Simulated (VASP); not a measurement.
# Sn in VASP: a series of runs

Aim: see how the results for Sn move with the level of theory and the settings. Levels: PBEsol+D3(BJ), HSE06, PBEsol. Tasks: single point, relaxation of cell and atoms.

All numbers are computed with VASP 6.6.1; they aren't measurements. Logs are shortened: lines on timing, memory, paths and dates and some standing lists are left out, and cuts for length are marked.

### Step 1. The cell of the first run

Symmetry: Immm, No. 71, orthorhombic system. The conventional cell has a = 3.720 Å, b = 3.825 Å, c = 5.038 Å, α = 90.00°, β = 90.00°, γ = 90.00°. Sn (site symmetry mmm) has 12 Sn at 3.67 to 3.83 Å within 4.8 Å.

### Step 2. Single point, PBEsol+D3(BJ) (35.84 Å³/atom)

INCAR reads:

```
  ALGO = Normal
  EDIFF = 1E-6
  ENCUT = 500
  GGA = PS
  GGA_COMPAT = F
  ISIF = 2
  ISMEAR = -5
  IVDW = 12
  LASPH = T
  LCHARG = T
  LELF = T
  LREAL = F
  LVHAR = T
  LWAVE = F
  NBANDS = 13
  NELM = 120
  PREC = Accurate
  SIGMA = 0.05
```

KPOINTS reads:

```
k-points
0
Gamma
  11 11 11
```

POSCAR reads:

```
Sn
1.0
   -1.8598577600      1.9126500250      2.5189025600
    1.8598577600     -1.9126500250      2.5189025600
    1.8598577600      1.9126500250     -2.5189025600
Sn
1
Direct
    0.0000000000      0.0000000000      0.0000000000
```

Potentials or basis: VASP PAW PBE potentials, release 64 (Sn_d).

Started as:

```
$ cat potpaw_PBE.64/Sn_d/POTCAR > POTCAR
$ mpirun -np 1 vasp_std > vasp.out
```

OUTCAR:

```text
EDIFF = 1E-6
   ENCUT = 500
   GGA = PS
   ISIF = 2
   ISMEAR = -5
   IVDW = 12
   LASPH = T
   LREAL = F
   NELM = 120
   PREC = Accurate
 IVDW          = 12

 ion  position               nearest neighbor table
   1  0.000  0.000  0.000-

  LATTYP: Found a body centered orthorhombic cell.
 ALAT       =     3.7197155200
 B/A-ratio  =     1.0283851089
 C/A-ratio  =     1.3543522597

  Lattice vectors:

 A1 = (  -1.8598577600,   1.9126500250,   2.5189025600)
 A2 = (   1.8598577600,  -1.9126500250,   2.5189025600)
 A3 = (   1.8598577600,   1.9126500250,  -2.5189025600)

Analysis of symmetry for initial positions (statically):
=====================================================================
 Subroutine PRICEL returns:
 Original cell was already a primitive cell.

 Routine SETGRP: Setting up the symmetry group for a
 body centered orthorhombic supercell.

 Subroutine GETGRP returns: Found  8 space group operations
 (whereof  8 operations were pure point group operations)
 out of a pool of  8 trial point group operations.

The static configuration has the point symmetry D_2h.

Analysis of symmetry for dynamics (positions and initial velocities):
=====================================================================
 Subroutine PRICEL returns:
 Original cell was already a primitive cell.

 Routine SETGRP: Setting up the symmetry group for a
 body centered orthorhombic supercell.

 Subroutine GETGRP returns: Found  8 space group operations
 (whereof  8 operations were pure point group operations)
 out of a pool of  8 trial point group operations.

The dynamic configuration has the point symmetry D_2h.

 Subroutine INISYM returns: Found  8 space group operations
 (whereof  8 operations are pure point group operations),
 and found     1 'primitive' translations

----------------------------------------------------------------------------------------

                                     Primitive cell

  volume of cell :      35.8415

  direct lattice vectors                    reciprocal lattice vectors
    -1.859857760  1.912650025  2.518902560     0.000000000  0.261417402  0.198499143
     1.859857760 -1.912650025  2.518902560     0.268837763  0.000000000  0.198499143
     1.859857760  1.912650025 -2.518902560     0.268837763  0.261417402  0.000000000

  length of vectors
     3.669083143  3.669083143  3.669083143     0.328239193  0.334179073  0.374983734

  position of ions in fractional coordinates (direct lattice)
     0.000000000  0.000000000  0.000000000

  ion indices of the primitive-cell ions
   primitive index   ion index
                 1           1

----------------------------------------------------------------------------------------

 KPOINTS: k-points

Automatic generation of k-mesh.
 Grid dimensions read from file:
 generate k-points for:   11   11   11

 Generating k-lattice:

  Cartesian coordinates                     Fractional coordinates (reciprocal lattice)
     0.000000000  0.023765218  0.018045377     0.090909091  0.000000000  0.000000000
     0.024439797  0.000000000  0.018045377     0.000000000  0.090909091 -0.000000000
     0.024439797  0.023765218  0.000000000     0.000000000 -0.000000000  0.090909091

  Length of vectors
     0.029839927  0.030379916  0.034089430

  Shift w.r.t. Gamma in fractional coordinates (k-lattice)
     0.000000000  0.000000000  0.000000000

 TETIRR: Found   3346 inequivalent tetrahedra from     7986

 Subroutine IBZKPT returns following result:
 ===========================================

 Found    216 irreducible k-points:

 Following reciprocal coordinates:
            Coordinates               Weight
  0.000000  0.000000  0.000000      1.000000
  0.090909  0.000000 -0.000000      4.000000
  0.181818  0.000000  0.000000      4.000000
  0.272727  0.000000  0.000000      4.000000
  0.363636  0.000000  0.000000      4.000000
  0.454545  0.000000 -0.000000      4.000000
[... 16 lines left out ...]
  0.454545  0.181818 -0.000000      8.000000
 -0.454545  0.181818  0.000000      8.000000
 [... further k-points ...]
   k-points           NKPTS =    216   k-points in BZ     NKDIM =    216   number of bands    NBANDS=     13
   number of dos      NEDOS =    301   number of ions     NIONS =      1
   total plane-waves  NPLWV =  21952
   dimension x,y,z NGX =    28 NGY =   28 NGZ =   28
   dimension x,y,z NGXF=    56 NGYF=   56 NGZF=   56
   ions per type =               1
   NGX,Y,Z   is equivalent  to a cutoff of  12.69, 12.69, 12.69 a.u.
   NGXF,Y,Z  is equivalent  to a cutoff of  25.37, 25.37, 25.37 a.u.
 SYSTEM =  unknown system
   PREC   = accura    normal or accurate (medium, high low for compatibility)
   ISTART =      0    job   : 0-new  1-cont  2-samecut
   ICHARG =      2    charge: 1-file 2-atom 10-const
   ISPIN  =      1    spin polarized calculation?
   LNONCOLLINEAR =      F non collinear calculations
   LSORBIT =      F    spin-orbit coupling
   LASPH  =      T    aspherical Exc in radial PAW
[... 23 lines left out ...]
  volume/ion in A,a.u.               =      35.84       241.87
  Fermi-wavevector in a.u.,A,eV,Ry     =   1.196709  2.261453 19.485080  1.432113
  Thomas-Fermi vector in A             =   2.332643
   LORBIT       =      0    0 simple, 1 ext, 2 COOP (PROOUT), +10 PAW based schemes
   GGA     = PS    functional components
   LHFCALC =     F    Hartree Fock is set to
   AEXX    =    0.0000 exact exchange contribution
   IVDW    =    12    specifies the selected vdW correction
   LEPSILON=     F    determine dielectric tensor
   LRPA    =     F    only Hartree local field effects (RPA)
 non-spin polarized calculation
 Fermi weights with tetrahedron method with Bloechl corrections
  energy-cutoff  :      500.00
  volume of cell :       35.84
 maximum number of plane-waves:       925
   NGX = 13   NGY = 13   NGZ = 13

 number of electron      14.0000002 magnetization

 Free energy of the ion-electron system (eV)
  ---------------------------------------------------
  ext. energy  EPLUGINS =         0.00000000
  ---------------------------------------------------
  free energy    TOTEN  =        -3.91397682 eV

  energy without entropy =       -3.91397682  energy(sigma->0) =       -3.91397682

 E-fermi :   5.0844     XC(G=0):  -9.2689

 val. band max:        5.1168351427   @ k =  -0.3636  -0.2727   0.2727
 cond. band min:       4.9526132868   @ k =   0.2727  -0.2727   0.2727
 fundamental gap:     -0.1642218558
 Fermi energy:         5.0843622582

 k-point     1 :       0.0000    0.0000    0.0000
  band No.  band energies     occupation
      1     -16.3800      2.00000
      2     -16.3712      2.00000
      3     -16.3618      2.00000
      4     -16.3499      2.00000
      5     -16.3329      2.00000
      6      -4.3700      2.00000
      7      10.4887      0.00000
      8      10.6216      0.00000
      9      10.8786      0.00000
     10      15.0150      0.00000
     11      15.1949      0.00000
     12      15.2904      0.00000
     13      15.5816      0.00000

 k-point     2 :       0.0909    0.0000   -0.0000
  band No.  band energies     occupation
      1     -16.3779      2.00000
      2     -16.3685      2.00000
      3     -16.3611      2.00000
      4     -16.3489      2.00000
      5     -16.3332      2.00000
      6      -4.2408      2.00000
      7       9.3317      0.00000
      8      10.4792      0.00000
      9      10.6770      0.00000
     10      14.2685      0.00000
     11      15.4498      0.00000
     12      15.8472      0.00000
     13      16.2460      0.00000

 k-point     3 :       0.1818    0.0000    0.0000
  band No.  band energies     occupation
      1     -16.3734      2.00000
      2     -16.3655      2.00000
      3     -16.3596      2.00000
      4     -16.3423      2.00000
      5     -16.3330      2.00000
      6      -3.8568      2.00000
      7       7.1805     -0.03407
      8      10.2280      0.00000
      9      10.2621      0.00000
     10      13.6952      0.00000
     11      15.8531      0.00000
     12      15.8791      0.00000
     13      16.8366      0.00000
[... 305 lines left out ...]
 k-point    23 :       0.4545    0.1818   -0.0000
  band No.  band energies     occupation
      1     -16.3746      2.00000
      2     -16.3543      2.00000
      3     -16.3483      2.00000
      4     -16.3242      2.00000
      5     -16.3104      2.00000
      6      -1.1647      2.00000
      7       2.2171      2.00000
      8       6.5271     -0.05282
      9       8.6773      0.00000
     10      12.1169      0.00000
     11      15.7250      0.00000
     12      16.8307      0.00000
     13      18.8870      0.00000

 k-point    24 :      -0.4545    0.1818    0.0000
  band No.  band energies     occupation
      1     -16.3772      2.00000
      2     -16.3577      2.00000
      3     -16.3461      2.00000
      4     -16.3280      2.00000
      5     -16.3099      2.00000
      6      -1.7710      2.00000
      7       3.1733      2.00647
      8       7.0047     -0.00052
      9       8.4424      0.00000
     10      11.9039      0.00000
     11      15.6734      0.00000
     12      16.9849      0.00000
     13      17.8441      0.00000

 [... further k-points ...]

------------------------ aborting loop because EDIFF is reached ----------------------------------------

 Edisp (eV)   -0.41691

 E8    (eV) :    -0.2932

  FORCE on cell =-STRESS in cart. coord.  units (eV):
  Direction    XX          YY          ZZ          XY          YZ          ZX
  --------------------------------------------------------------------------------------
  -------------------------------------------------------------------------------------
  Total      -1.12428    -1.26445    -1.06955     0.00000     0.00000     0.00000
  in kB     -50.25705   -56.52290   -47.81050     0.00000     0.00000     0.00000
  external pressure =      -51.53 kB  Pullay stress =        0.00 kB

 VOLUME and BASIS-vectors are now :
 -----------------------------------------------------------------------------
  energy-cutoff  :      500.00
  volume of cell :       35.84
      direct lattice vectors                 reciprocal lattice vectors
    -1.859857760  1.912650025  2.518902560     0.000000000  0.261417402  0.198499143
     1.859857760 -1.912650025  2.518902560     0.268837763  0.000000000  0.198499143
     1.859857760  1.912650025 -2.518902560     0.268837763  0.261417402  0.000000000

 POSITION                                       TOTAL-FORCE (eV/Angst)
 -----------------------------------------------------------------------------------
      0.00000      0.00000      0.00000        -0.000000      0.000000     -0.000000
 -----------------------------------------------------------------------------------
    total drift:                                0.000000      0.000000      0.000000

  FREE ENERGIE OF THE ION-ELECTRON SYSTEM (eV)
  ---------------------------------------------------
  free  energy   TOTEN  =        -4.3308881195 eV

  energy  without entropy=       -4.3308881195  energy(sigma->0) =       -4.33088812
```

It took 56 s on 1 thread of AMD EPYC 7R13 (Zen 3), shared host; peak memory 0.2 GiB.

Results:

```yaml
Free_energy: -4.3309 eV
Pressure: -5.2 GPa
Band_gap_on_the_k_mesh: zero (bands 7 and 8 overlap by 6.68 eV)
Dispersion_energy_per_atom: -0.417 eV
```

Stress tensor (GPa, compression positive):
```
-5.03  0.00  0.00
 0.00 -5.65  0.00
 0.00  0.00 -4.78
```

Caveat: the cell stands under tension; the PAW data sets were made with another functional, which shifts forces and pressure a little; spin-orbit coupling is left out, which moves the levels of the heavy elements; tetrahedron occupations give inexact forces and stress in metals.

### Step 3. Single point, HSE06

This run uses another cell than the first one, of 29.25 Å³/atom.

POSCAR reads:

```
Sn
1.0
   -1.7379733663      1.7873059321      2.3538281599
    1.7379733663     -1.7873059321      2.3538281599
    1.7379733663      1.7873059321     -2.3538281599
Sn
1
Direct
    0.0000000000      0.0000000000      0.0000000000
```

INCAR.step1 reads:

```
PREC = Accurate
ENCUT = 520
EDIFF = 1E-5
ISMEAR = -1
SIGMA = 0.05
LREAL = False
LASPH = True
NELM = 80
ALGO = Normal
ISIF = 2
LWAVE = True
LCHARG = False
NBANDS = 13
GGA = PE
```

INCAR.step2 reads:

```
PREC = Accurate
ENCUT = 520
EDIFF = 1E-6
ISMEAR = -1
SIGMA = 0.05
LREAL = False
LASPH = True
NELM = 80
ALGO = Normal
ISIF = 2
LWAVE = False
LCHARG = False
GGA = PE
LHFCALC = True
HFSCREEN = 0.2079
PRECFOCK = Normal
NBANDS = 13
ISTART = 1
```

KPOINTS reads:

```
regular mesh
0
Gamma
  6 6 6
```

Potentials or basis: VASP PAW PBE potentials, release 64 (Sn_d).

Started as:

```
$ cat potpaw_PBE.64/Sn_d/POTCAR > POTCAR
$ cp INCAR.step1 INCAR
$ mpirun -np 1 vasp_std > vasp.out
$ cp INCAR.step2 INCAR
$ mpirun -np 1 vasp_std > vasp.out
```

Wall time 50 min (1 thread of AMD EPYC 7R43 (Zen 3), shared host); peak memory 0.24 GiB.

Results (log left out):

```yaml
Free_energy: -4.2223 eV
Pressure: -2.2 GPa
Band_gap_on_the_k_mesh: zero (bands 7 and 8 overlap by 9.79 eV)
```

Stress tensor (GPa, compression positive):
```
-3.78  0.00  0.00
 0.00  0.47  0.00
 0.00  0.00 -3.43
```

Levels at points of the mesh, in eV from the Fermi level:
```
           k point  band 4  band 5  band 6  band 7  band 8  band 9  band 10  band 11
(0.00, 0.00, 0.00)  -23.98  -23.95  -12.13    7.52    7.67    8.10    11.16    11.55
(0.50, 0.00, 0.00)  -23.91  -23.90   -7.76   -5.06    5.63    6.42    10.06    10.59
(0.00, 0.50, 0.00)  -23.90  -23.90   -7.47   -4.97    5.16    6.09     9.55    10.02
(0.50, 0.50, 0.00)  -23.90  -23.88   -5.93   -4.15    2.19    2.61     5.75     6.10
(0.50, 0.50, 0.50)  -23.88  -23.88   -5.05   -3.59    1.25    1.99     4.78     5.64
```

Caveat: the k points lie up to 0.37 Å⁻¹ apart, too coarse for converged energies and pressures of a metal; the PAW data sets were made with another functional, which shifts forces and pressure a little; spin-orbit coupling is left out, which moves the levels of the heavy elements.

### Step 4. Single point, PBEsol

This run uses another cell than the first one, of 26.57 Å³/atom.

INCAR reads:

```
PREC = Accurate
ENCUT = 520
EDIFF = 1E-6
ISMEAR = -1
SIGMA = 0.05
LREAL = False
LASPH = True
NELM = 80
ALGO = Normal
ISIF = 2
LWAVE = False
LCHARG = False
GGA = PS
NBANDS = 13
```

KPOINTS reads:

```
Automatic mesh
0
Gamma
  11 11 11
```

POSCAR reads:

```
Sn
1.0
   -1.6976673335      1.6975874483      2.3046140824
    1.6976673335     -1.6975874483      2.3046140824
    1.6976673335      1.6975874483     -2.3046140824
Sn
1
Direct
    0.0000000000      0.0000000000      0.0000000000
```

Started as:

```
$ cat potpaw_PBE.64/Sn_d/POTCAR > POTCAR
$ mpirun -np 1 vasp_std > vasp.out
```

Wall time 27 s (1 thread of Intel Xeon 6975P-C (Granite Rapids), shared host); peak memory 0.2 GiB.

Results (log left out):

* Free energy: -4.2411 eV
* Pressure: 0.0 GPa
* Band gap on the k mesh: zero (bands 7 and 8 overlap by 9.79 eV)

Levels at points of the mesh, in eV from the Fermi level:
```
           k point  band 4  band 5  band 6  band 7  band 8  band 9  band 10  band 11
(0.00, 0.00, 0.00)  -21.36  -21.33  -11.29    7.85    7.93    7.93    10.69    11.98
```

Caveat: the PAW data sets were made with another functional, which shifts forces and pressure a little; spin-orbit coupling is left out, which moves the levels of the heavy elements.

### Step 5. Relaxation of cell and atoms, PBEsol, target pressure 5 GPa, at which the enthalpy is minimised

This run uses another cell than the first one, of 28.67 Å³/atom.

INCAR reads:

```
SYSTEM = Sn
ALGO = Normal ; EDIFF = 1E-6
EDIFFG = -0.01 ; ENCUT = 600
GGA = PS ; IBRION = 2
ISIF = 3 ; ISMEAR = -1
LASPH = .TRUE. ; LCHARG = .FALSE.
LREAL = .FALSE. ; LWAVE = .FALSE.
NELM = 80 ; NSW = 80
PREC = Accurate ; PSTRESS = 50.0
SIGMA = 0.05
```

KPOINTS reads:

```
k-points
0
G
  11 11 11
  0 0 0
```

POSCAR reads:

```
Sn
1.0
   -1.7265390000      1.7755470000      2.3383420000
    1.7265390000     -1.7755470000      2.3383420000
    1.7265390000      1.7755470000     -2.3383420000
Sn
1
Direct
    0.0000000000      0.0000000000      0.0000000000
```

Started as:

```
$ cat potpaw_PBE.64/Sn_d/POTCAR > POTCAR
$ mpirun -np 1 vasp_std > vasp.out
```

It took 3.4 min on 1 thread of Intel Xeon 6975P-C (Granite Rapids), shared host; peak memory 0.23 GiB.

The run converged. Its results:

| Quantity | Value |
| --- | --- |
| Free energy | -4.2120 eV |
| Relaxed volume | 24.57 Å³/atom |
| Relaxed cell | a = 3.246 Å, b = 3.246 Å, c = 3.246 Å, α = 118.87°, β = 118.94°, γ = 91.91° |
| Space group after relaxing (to 0.1 Å) | I4/mmm (No. 139) |
| Energy change on relaxing (the run minimises the enthalpy) | +1.2 meV/atom |
| Ionic steps | 14 |
| Pressure after relaxing | 5.0 GPa |
| Band gap on the k mesh | zero (bands 7 and 8 overlap by 10.65 eV) |

Stress tensor (GPa, compression positive):
```
4.96 0.00 0.00
0.00 5.06 0.00
0.00 0.00 4.97
```

The path:
```
step  energy change (eV)  largest force (eV/Å)  pressure (GPa)  volume (Å³)
   1              0.0000                0.0000           -3.60        28.67
   2              0.0965                0.0000           11.99        22.75
   3              0.0021                0.0000            5.00        24.59
   4              0.0045                0.0000            5.30        24.52
   5              0.0033                0.0000            5.22        24.51
   6              0.0033                0.0000            5.21        24.51
   7              0.0033                0.0000            5.22        24.51
   8             -0.0005                0.0000            4.85        24.63
   9              0.0007                0.0000            4.98        24.59
  10              0.0005                0.0000            4.96        24.60
  11              0.0005                0.0000            4.96        24.60
  12              0.0005                0.0000            4.97        24.60
  13              0.0005                0.0000            4.98        24.59
  14              0.0012                0.0000            5.00        24.57
```

Final structure:
```
Sn
1.0
    -1.65066    1.64906    2.25689
     1.65066   -1.64906    2.25689
     1.65066    1.64906   -2.25689
Sn
1
Direct
  0.00000 0.00000 0.00000
```

Levels at points of the mesh, in eV from the Fermi level:
```tsv
k point	band 3	band 4	band 5	band 6	band 7	band 8	band 9	band 10	band 11
(0.00, 0.00, 0.00)	-21.46	-21.39	-21.36	-11.90	8.52	8.59	8.61	10.76	12.52
```

Caveat: the cell is relaxed towards a set pressure, so the run minimises the enthalpy, not the energy; the PAW data sets were made with another functional, which shifts forces and pressure a little; spin-orbit coupling is left out, which moves the levels of the heavy elements.

### Step 6. Overview

```csv
task,level,cell,k mesh,cutoff (eV),smearing,grid for exact exchange (PRECFOCK),share of exact exchange,screening parameter,gap on the mesh (eV),pressure (GPa)
single point,PBEsol+D3(BJ),"a = 3.669 Å, angles 119.1, 117.2, 93.3°, 1 atom",11 × 11 × 11,500,tetrahedron,-,-,-,none,-5.2
single point,HSE06,"a = 3.429 Å, angles 119.1, 117.2, 93.3°, 1 atom",6 × 6 × 6,520,fermi-dirac 0.05 eV,Normal,0.25,0.2079 1/Å,none,-2.2
single point,PBEsol,"a = 3.328 Å, angles 118.7, 118.7, 92.3°, 1 atom",11 × 11 × 11,520,fermi-dirac 0.05 eV,-,-,-,none,0.0
relaxation of cell and atoms,PBEsol,"relaxed to 5 GPa from a = 3.406 Å, angles 119.1, 117.2, 93.3°, 1 atom",11 × 11 × 11,600,fermi-dirac 0.05 eV,-,-,-,none,5.0
```

Alike in all rows: potentials or basis VASP PAW PBE potentials, release 64 (Sn_d); no spin polarisation.

Caveats: some runs use coarse meshes; the PAW data sets were made with another functional, which shifts forces and pressure a little; spin-orbit coupling is left out, which moves the levels of the heavy elements; the cell stands under tension (at least some runs); tetrahedron occupations give inexact forces and stress in metals (at least some runs); the cell is relaxed towards a set pressure, so the run minimises the enthalpy, not the energy (at least some runs).

Total energies depend on the potentials used, so only differences within one code and one set of settings carry meaning.
